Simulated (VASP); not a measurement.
Crystal: Zr3HC2.

```xyz
6
Lattice="3.3596 0.0000 0.0000 -1.6798 2.9095 0.0000 0.0000 0.0000 8.0238" Properties=species:S:1:pos:R:3 pbc="T T T"
Zr    0.0000    0.0000    4.0119
Zr    0.0000    1.9397    1.4289
Zr    1.6798    0.9698    6.5949
H     0.0000    0.0000    0.0000
C     0.0000    1.9397    5.4208
C     1.6798    0.9698    2.6031
```

Program: VASP 6.6.1. Alike in all runs: task single point; no spin polarisation; cell as given; k mesh 7 × 7 × 3; cutoff (eV) 520; smearing fermi-dirac 0.1 eV.

Task: Order these runs on this cell by their pressure, lowest first.
A. level LDA; potentials or basis VASP PAW LDA potentials, release 64 (Zr_sv, H, C)
B. level PBEsol; potentials or basis VASP PAW PBE potentials, release 64 (Zr_sv, H, C)
C. level BLYP; potentials or basis VASP PAW PBE potentials, release 64 (Zr_sv, H, C)

Result: A (-9.8 GPa), B (-6.5 GPa), C (4.6 GPa).

Caveats: the PAW data sets were made with another functional, which shifts forces and pressure a little (some runs).
